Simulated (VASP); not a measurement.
# BeTe (F-43m) in VASP: relaxation of the atoms with PBE

Aim: the relaxation of the atoms of BeTe with PBE.

Everything below comes from runs of VASP 6.6.1. Logs are shortened: lines on timing, memory, paths and dates and some standing lists are left out, and cuts for length are marked.

## 1. The cell of the first run

It takes space group F-43m (No. 216, cubic). Conventional cell: a = 5.540 Å, b = 5.540 Å, c = 5.540 Å, α = 90.00°, β = 90.00°, γ = 90.00°. Be (site symmetry -43m) has 4 Te at 2.40 Å within 3.2 Å. Within 3.2 Å of Te (site symmetry -43m) lie 4 Be at 2.40 Å.

## 2. Relaxation of the atoms, PBE

Contents of INCAR:

```
  PREC = Accurate
  ENCUT = 520
  EDIFF = 1E-6
  ISMEAR = -1
  SIGMA = 0.02
  LREAL = False
  LASPH = True
  NELM = 80
  ALGO = Normal
  ISIF = 2
  LWAVE = False
  LCHARG = False
  GGA = PE
  IBRION = 2
  NSW = 80
  EDIFFG = -0.02
```

Contents of KPOINTS:

```
regular mesh
0
Gamma
  9 9 9
```

Contents of POSCAR:

```
BeTe
1.0
    0.0000000000      2.7700000000      2.7700000000
    2.7700000000      0.0000000000      2.7700000000
    2.7700000000      2.7700000000      0.0000000000
Be Te
1 1
Direct
    0.0000000000      0.0000000000      0.0000000000
    0.2500000000      0.2500000000      0.2500000000
```

Potentials or basis: VASP PAW PBE potentials, release 64 (Be, Te).

The run is started by

```
cat potpaw_PBE.64/Be/POTCAR potpaw_PBE.64/Te/POTCAR > POTCAR
mpirun -np 1 vasp_std > vasp.out
```

OUTCAR:

```text
PREC = Accurate
   ENCUT = 520
   EDIFF = 1E-6
   ISMEAR = -1
   LREAL = False
   LASPH = True
   NELM = 80
   ISIF = 2
   GGA = PE
   IBRION = 2
   NSW = 80
   EDIFFG = -0.02

 ion  position               nearest neighbor table
   1  0.000  0.000  0.000-   2 2.40   2 2.40   2 2.40   2 2.40
   2  0.250  0.250  0.250-   1 2.40   1 2.40   1 2.40   1 2.40

  LATTYP: Found a face centered cubic cell.
 ALAT       =     5.5400000000

  Lattice vectors:

 A1 = (   0.0000000000,   2.7700000000,   2.7700000000)
 A2 = (   2.7700000000,   0.0000000000,   2.7700000000)
 A3 = (   2.7700000000,   2.7700000000,   0.0000000000)

Analysis of symmetry for initial positions (statically):
=====================================================================
 Subroutine PRICEL returns:
 Original cell was already a primitive cell.

 Routine SETGRP: Setting up the symmetry group for a
 face centered cubic supercell.

 Subroutine GETGRP returns: Found 24 space group operations
 (whereof 24 operations were pure point group operations)
 out of a pool of 48 trial point group operations.

The static configuration has the point symmetry T_d .

Analysis of symmetry for dynamics (positions and initial velocities):
=====================================================================
 Subroutine PRICEL returns:
 Original cell was already a primitive cell.

 Routine SETGRP: Setting up the symmetry group for a
 face centered cubic supercell.

 Subroutine GETGRP returns: Found 24 space group operations
 (whereof 24 operations were pure point group operations)
 out of a pool of 48 trial point group operations.

The dynamic configuration has the point symmetry T_d .

 Subroutine INISYM returns: Found 24 space group operations
 (whereof 24 operations are pure point group operations),
 and found     1 'primitive' translations

----------------------------------------------------------------------------------------

                                     Primitive cell

  volume of cell :      42.5079

  direct lattice vectors                    reciprocal lattice vectors
     0.000000000  2.770000000  2.770000000    -0.180505415  0.180505415  0.180505415
     2.770000000  0.000000000  2.770000000     0.180505415 -0.180505415  0.180505415
     2.770000000  2.770000000  0.000000000     0.180505415  0.180505415 -0.180505415

  length of vectors
     3.917371568  3.917371568  3.917371568     0.312644550  0.312644550  0.312644550

  position of ions in fractional coordinates (direct lattice)
     0.000000000  0.000000000  0.000000000
     0.250000000  0.250000000  0.250000000

  ion indices of the primitive-cell ions
   primitive index   ion index
                 1           1
                 2           2

----------------------------------------------------------------------------------------

 KPOINTS: regular mesh

Automatic generation of k-mesh.
 Grid dimensions read from file:
 generate k-points for:    9    9    9

 Generating k-lattice:

  Cartesian coordinates                     Fractional coordinates (reciprocal lattice)
    -0.020056157  0.020056157  0.020056157     0.111111111  0.000000000  0.000000000
     0.020056157 -0.020056157  0.020056157     0.000000000  0.111111111  0.000000000
     0.020056157  0.020056157 -0.020056157     0.000000000  0.000000000  0.111111111

  Length of vectors
     0.034738283  0.034738283  0.034738283

  Shift w.r.t. Gamma in fractional coordinates (k-lattice)
     0.000000000  0.000000000  0.000000000

 Subroutine IBZKPT returns following result:
 ===========================================

 Found     35 irreducible k-points:

 Following reciprocal coordinates:
            Coordinates               Weight
  0.000000  0.000000  0.000000      1.000000
  0.111111  0.000000  0.000000      8.000000
  0.222222  0.000000  0.000000      8.000000
  0.333333  0.000000  0.000000      8.000000
  0.444444  0.000000  0.000000      8.000000
  0.111111  0.111111  0.000000      6.000000
[... 16 lines left out ...]
 -0.333333  0.333333  0.000000     12.000000
  0.444444  0.444444  0.000000      6.000000
 [... further k-points ...]
   k-points           NKPTS =     35   k-points in BZ     NKDIM =     35   number of bands    NBANDS=      8
   number of dos      NEDOS =    301   number of ions     NIONS =      2
   total plane-waves  NPLWV =  27000
   dimension x,y,z NGX =    30 NGY =   30 NGZ =   30
   dimension x,y,z NGXF=    60 NGYF=   60 NGZF=   60
   ions per type =               1   1
   NGX,Y,Z   is equivalent  to a cutoff of  12.73, 12.73, 12.73 a.u.
   NGXF,Y,Z  is equivalent  to a cutoff of  25.46, 25.46, 25.46 a.u.
 SYSTEM =  unknown system
   PREC   = accura    normal or accurate (medium, high low for compatibility)
   ISTART =      0    job   : 0-new  1-cont  2-samecut
   ICHARG =      2    charge: 1-file 2-atom 10-const
   ISPIN  =      1    spin polarized calculation?
   LNONCOLLINEAR =      F non collinear calculations
   LSORBIT =      F    spin-orbit coupling
   LASPH  =      T    aspherical Exc in radial PAW
   ENCUT  =  520.0 eV  38.22 Ry    6.18 a.u.   7.28  7.28  7.28*2*pi/ulx,y,z
   NELM   =     80;   NELMIN=  2; NELMDL= -5     # of ELM steps
   EDIFF  = 0.1E-05   stopping-criterion for ELM
   LREAL  =      F    real-space projection
   EDIFFG = -.2E-01   stopping-criterion for IOM
   NSW    =     80    number of steps for IOM
   IBRION =      2    ionic relax: 0-MD 1-quasi-New 2-CG
   NFREE  =      1    steps in history (QN), initial steepest desc. (CG)
   ISIF   =      2    stress and relaxation
   ISYM   =      2    0-nonsym 1-usesym 2-fastsym
   POTIM  = 0.5000    time-step for ionic-motion
   TEBEG  =    0.0;   TEEND  =   0.0 temperature during run
   PSTRESS=    0.0 pullay stress
   NELECT =       8.0000    total number of electrons
   NUPDOWN=      -1.0000    fix difference up-down
   EMIN   =  10.00;   EMAX   =-10.00  energy-range for DOS
   EFERMI =   0.00;   METHOD = LEGACY
   ISMEAR =    -1;   SIGMA  =   0.02  broadening in eV -4-tet -1-fermi 0-gaus
   EFERMI_NEDOS =   21; number of points for ismear=-14 and -15
   IALGO  =     38    algorithm
   IMIX   =      4    mixing-type and parameters
     AMIX     =   0.40;   BMIX     =  1.00
     AMIX_MAG =   1.60;   BMIX_MAG =  1.00
  volume/ion in A,a.u.               =      21.25       143.43
  Fermi-wavevector in a.u.,A,eV,Ry     =   0.938170  1.772885 11.975354  0.880164
  Thomas-Fermi vector in A             =   2.065355
   LORBIT       =      0    0 simple, 1 ext, 2 COOP (PROOUT), +10 PAW based schemes
   GGA     = PE    functional components
   LHFCALC =     F    Hartree Fock is set to
   AEXX    =    0.0000 exact exchange contribution
   IVDW    =     0    specifies the selected vdW correction
   LEPSILON=     F    determine dielectric tensor
   LRPA    =     F    only Hartree local field effects (RPA)
 conjugate gradient relaxation of ions
 non-spin polarized calculation
  energy-cutoff  :      520.00
  volume of cell :       42.51
 maximum number of plane-waves:      1158
 NGX is ok and might be reduce to    30
   NGX = 15   NGY = 15   NGZ = 15

 number of electron       8.0000000 magnetization

 Free energy of the ion-electron system (eV)
  ---------------------------------------------------
  ext. energy  EPLUGINS =         0.00000000
  ---------------------------------------------------
  free energy    TOTEN  =        -7.58526624 eV

  energy without entropy =       -7.58526624  energy(sigma->0) =       -7.58526624

 E-fermi :   6.0688     XC(G=0):  -9.2570

 val. band max:        5.6642725641   @ k =   0.0000   0.0000   0.0000
 cond. band min:       7.5493197443   @ k =   0.4444   0.4444   0.0000
 fundamental gap:      1.8850471803
 Fermi energy:         6.0687679702

 k-point     1 :       0.0000    0.0000    0.0000
  band No.  band energies     occupation
      1      -6.9706      2.00000
      2       5.6643      2.00000
      3       5.6643      2.00000
      4       5.6643      2.00000
      5       9.2286      0.00000
      6       9.2286      0.00000
      7       9.2286      0.00000
      8       9.8553      0.00000

 k-point     2 :       0.1111    0.0000    0.0000
  band No.  band energies     occupation
      1      -6.8449      2.00000
      2       4.5139      2.00000
      3       5.4540      2.00000
      4       5.4540      2.00000
      5       9.2921      0.00000
      6       9.5305      0.00000
      7       9.5305      0.00000
      8      10.8564      0.00000

 k-point     3 :       0.2222    0.0000    0.0000
  band No.  band energies     occupation
      1      -6.4889      2.00000
      2       2.6235      2.00000
      3       5.0357      2.00000
      4       5.0357      2.00000
      5       9.1349      0.00000
      6      10.0587      0.00000
      7      10.0587      0.00000
      8      12.5914      0.00000

 k-point     4 :       0.3333    0.0000    0.0000
  band No.  band energies     occupation
      1      -5.9878      2.00000
      2       0.9661      2.00000
      3       4.6710      2.00000
      4       4.6710      2.00000
      5       8.9745      0.00000
      6      10.2720      0.00000
      7      10.2720      0.00000
      8      13.5132      0.00000

 k-point     5 :       0.4444    0.0000    0.0000
  band No.  band energies     occupation
      1      -5.5653      2.00000
      2      -0.0582      2.00000
      3       4.4710      2.00000
      4       4.4710      2.00000
      5       8.8860      0.00000
      6      10.2399      0.00000
      7      10.2399      0.00000
      8      13.4810      0.00000

 k-point     6 :       0.1111    0.1111    0.0000
  band No.  band energies     occupation
      1      -6.8029      2.00000
      2       4.7395      2.00000
      3       5.0649      2.00000
      4       5.0649      2.00000
      5       8.9022      0.00000
      6      10.0728      0.00000
      7      10.0728      0.00000
      8      10.7121      0.00000

 k-point     7 :       0.2222    0.1111    0.0000
  band No.  band energies     occupation
      1      -6.5225      2.00000
      2       3.1926      2.00000
      3       4.5927      2.00000
      4       4.8145      2.00000
      5       9.0034      0.00000
      6      10.1931      0.00000
      7      10.7777      0.00000
      8      11.5915      0.00000
[... 133 lines left out ...]
 k-point    20 :       0.3333    0.3333    0.0000
  band No.  band energies     occupation
      1      -5.6444      2.00000
      2       1.5029      2.00000
      3       3.2938      2.00000
      4       3.2938      2.00000
      5       7.8301      0.00000
      6       9.0963      0.00000
      7      13.6607      0.00000
      8      13.6607      0.00000

 k-point    21 :       0.4444    0.3333    0.0000
  band No.  band energies     occupation
      1      -5.2780      2.00000
      2       0.8452      2.00000
      3       2.6949      2.00000
      4       3.1214      2.00000
      5       7.9931      0.00000
      6       9.1273      0.00000
      7      13.9698      0.00000
      8      14.0832      0.00000

 k-point    22 :      -0.4444    0.3333    0.0000
  band No.  band energies     occupation
      1      -5.0314      2.00000
      2       0.5885      2.00000
      3       1.8342      2.00000
      4       3.2245      2.00000
      5       8.2427      0.00000
      6      10.5102      0.00000
      7      13.7056      0.00000
      8      13.7764      0.00000

 k-point    23 :      -0.3333    0.3333    0.0000
  band No.  band energies     occupation
      1      -5.0829      2.00000
      2       0.7577      2.00000
      3       1.4105      2.00000
      4       3.5839      2.00000
      5       8.6285      0.00000
      6      12.5495      0.00000
      7      12.8226      0.00000
      8      13.4532      0.00000

 k-point    24 :       0.4444    0.4444    0.0000
  band No.  band energies     occupation
      1      -5.0522      2.00000
      2       0.4350      2.00000
      3       2.8813      2.00000
      4       2.8813      2.00000
      5       7.5493      0.00000
      6       8.3504      0.00000
      7      15.3438      0.00000
      8      15.3438      0.00000

 [... further k-points ...]

------------------------ aborting loop because EDIFF is reached ----------------------------------------

  FORCE on cell =-STRESS in cart. coord.  units (eV):
  Direction    XX          YY          ZZ          XY          YZ          ZX
  --------------------------------------------------------------------------------------
  -------------------------------------------------------------------------------------
  Total        1.1808087      1.1808087      1.1808087     -0.0000000     -0.0000000      0.0000000
  in kB       44.5062312     44.5062312     44.5062312     -0.0000000     -0.0000000      0.0000000
  external PRESSURE =      44.5062312 kB  Pullay stress =       0.0000000 kB

 VOLUME and BASIS-vectors are now :
 -----------------------------------------------------------------------------
  energy-cutoff  :      520.00
  volume of cell :       42.51
      direct lattice vectors                 reciprocal lattice vectors
     0.000000000  2.770000000  2.770000000    -0.180505415  0.180505415  0.180505415
     2.770000000  0.000000000  2.770000000     0.180505415 -0.180505415  0.180505415
     2.770000000  2.770000000  0.000000000     0.180505415  0.180505415 -0.180505415

 POSITION                                       TOTAL-FORCE (eV/Angst)
 -----------------------------------------------------------------------------------
      0.00000      0.00000      0.00000        -0.000000     -0.000000      0.000000
      1.38500      1.38500      1.38500         0.000000      0.000000     -0.000000
 -----------------------------------------------------------------------------------
    total drift:                                0.000000      0.000000      0.000000

  FREE ENERGIE OF THE ION-ELECTRON SYSTEM (eV)
  ---------------------------------------------------
  free  energy   TOTEN  =        -7.5852662390 eV

  energy  without entropy=       -7.5852662390  energy(sigma->0) =       -7.58526624

 reached required accuracy - stopping structural energy minimisation
```

Wall time 13 s (1 thread of Intel Xeon Platinum 8259CL at 2.50GHz (Skylake/Cascade Lake), shared host); peak memory 0.17 GiB.

Results:

```
Free energy             : -7.5853 eV
Pressure after relaxing : 4.5 GPa
Band gap on the k mesh  : 1.89 eV, indirect (least direct gap 3.56 eV)
```

Final structure:
```yaml
crystal:
  lattice:
    - [0.00000, 2.77000, 2.77000]
    - [2.77000, 0.00000, 2.77000]
    - [2.77000, 2.77000, 0.00000]
  atoms:
    - { symbol: Be, position: [0.00000, 0.00000, 0.00000] }
    - { symbol: Te, position: [0.25000, 0.25000, 0.25000] }
```

Caveat: the relaxation stopped at its first step, so nothing moved; spin-orbit coupling is left out, which moves the levels of the heavy elements.
